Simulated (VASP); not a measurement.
Write the native input for VASP 6.6.1 that does the following.

* Task: single point
* Functional: r2SCAN
* Potentials or basis: VASP PAW PBE potentials, release 64 (Zn, S)
* Cutoff: 520 eV
* k mesh: 7 × 7 × 2
* Occupations: gaussian, width 0.05 eV
* Spin: no spin polarisation
* Dipole correction: no
* Further INCAR settings: ALGO = Normal; EDIFF = 1e-07; NBANDS = 46

Crystal: ZnS.

```xyz
8
Lattice="-3.8110 0.0000 0.0000 -1.9055 -3.3004 0.0000 0.0000 0.0000 12.4680" Properties=species:S:1:pos:R:3 pbc="T T T"
Zn   -1.9055   -1.1001    0.0000
Zn   -1.9055   -1.1001    6.2340
Zn   -3.8110   -2.2003    3.1170
Zn   -3.8110   -2.2003    9.3510
S    -1.9055   -1.1001    2.4001
S    -1.9055   -1.1001    8.6341
S    -3.8110   -2.2003    5.5171
S    -3.8110   -2.2003   11.7511
```

These files were run (other wordings do the same):

POSCAR

```
ZnS
1.0
   -3.8109987816      0.0000000000      0.0000000000
   -1.9054993908     -3.3004217586      0.0000000000
    0.0000000000      0.0000000000     12.4680000000
Zn S
4 4
Direct
    0.3333333333      0.3333333333      0.0000000000
    0.3333333333      0.3333333333      0.5000000000
    0.6666666667      0.6666666667      0.2500000000
    0.6666666667      0.6666666667      0.7500000000
    0.3333333333      0.3333333333      0.1925000000
    0.3333333333      0.3333333333      0.6925000000
    0.6666666667      0.6666666667      0.4425000000
    0.6666666667      0.6666666667      0.9425000000
```

INCAR.step1

```
ALGO = Normal ; EDIFF = 1E-4
ENCUT = 520 ; GGA = PE
ISMEAR = 0 ; LASPH = True
LCHARG = False ; LREAL = False
LWAVE = True ; NBANDS = 46
NELM = 100 ; PREC = Accurate
SIGMA = 0.05
```

INCAR.step2

```
ALGO = Normal ; EDIFF = 1E-7
ENCUT = 520 ; ISIF = 2
ISMEAR = 0 ; ISTART = 1
LASPH = True ; LCHARG = False
LMIXTAU = True ; LREAL = False
LWAVE = False ; METAGGA = R2SCAN
NBANDS = 46 ; NELM = 100
PREC = Accurate ; SIGMA = 0.05
```

KPOINTS

```
k-points
0
Gamma
  7 7 2
```

Potentials or basis: VASP PAW PBE potentials, release 64 (Zn, S).

Run with:

```console
$ cat potpaw_PBE.64/Zn/POTCAR potpaw_PBE.64/S/POTCAR > POTCAR
$ cp INCAR.step1 INCAR
$ mpirun -np 1 vasp_std > vasp.out
$ cp INCAR.step2 INCAR
$ mpirun -np 1 vasp_std > vasp.out
```

It gave:

The pressure is 0.2 GPa, the largest force is 0.318 eV/Å and the band gap on the k mesh is 2.83 eV.

Caveat: the PAW data sets were made with another functional, which shifts forces and pressure a little.

Wall time 5.4 min on 1 thread of Intel Xeon 6975P-C, on a shared host, peak memory 0.33 GiB.
